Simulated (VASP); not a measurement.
A run of VASP 6.6.1 is set up as follows.

The input INCAR:

```
ALGO = Normal ; EDIFF = 1E-7
ENCUT = 520 ; GGA = PE
ISIF = 2 ; ISMEAR = 0
LASPH = T ; LCHARG = F
LREAL = F ; LWAVE = F
NBANDS = 22 ; NELM = 80
PREC = Accurate ; SIGMA = 0.1
```

File KPOINTS:

```
k-points
0
Gamma
  10 10 10
```

File POSCAR:

```
ZnSb3
1.0
    4.6762509084      0.0000000000      0.0000000000
    0.0000000000      4.6762509084      0.0000000000
    0.0000000000      0.0000000000      4.6762509084
Zn Sb
1 3
Direct
    0.0000000000      0.0000000000      0.0000000000
    0.0000000000      0.5000000000      0.5000000000
    0.5000000000      0.0000000000      0.5000000000
    0.5000000000      0.5000000000      0.0000000000
```

Potentials or basis: VASP PAW PBE potentials, release 64 (Zn, Sb).

Launch:

```console
$ cat potpaw_PBE.64/Zn/POTCAR potpaw_PBE.64/Sb/POTCAR > POTCAR
$ mpirun -np 1 vasp_std > vasp.out
```

(1) Predict the pressure.

Results:

(1) -0.1 GPa.
